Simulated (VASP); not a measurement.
A run of VASP 6.6.1:

INCAR

```
ALGO = Normal ; EDIFF = 1E-6
ENCUT = 600 ; GGA = RP
GGA_COMPAT = F ; ISIF = 2
ISMEAR = -1 ; ISPIN = 2
LASPH = T ; LCHARG = T
LELF = T ; LMAXMIX = 4
LORBIT = 11 ; LREAL = F
LVHAR = T ; LWAVE = F
MAGMOM = 0 3 ; NBANDS = 20
NELM = 200 ; PREC = Accurate
SIGMA = 0.05
```

KPOINTS

```
k-points
0
Gamma
  11 11 11
```

POSCAR

```
FeAu
1.0
    1.4157878565      0.8174055001      4.5533948414
   -1.4157878565      0.8174055001      4.5533948414
    0.0000000000     -1.6348110002      4.5533948414
Au Fe
1 1
Direct
    0.0000000000      0.0000000000      0.0000000000
    0.5000000000      0.5000000000      0.5000000000
```

Potentials or basis: VASP PAW PBE potentials, release 64 (Au, Fe).

Command:

```bash
$ cat potpaw_PBE.64/Au/POTCAR potpaw_PBE.64/Fe/POTCAR > POTCAR
$ mpirun -np 1 vasp_std > vasp.out
```

Hardware: 1 thread of Oxide Virtual Turin-like Processor, on a shared host.

**Question.** Estimate the wall time of this run.

**Answer.** Run time: 17 min on 1 thread of Oxide Virtual Turin-like Processor (shared host), peak memory 0.39 GiB. Counts: scf iterations 15, k points 146.
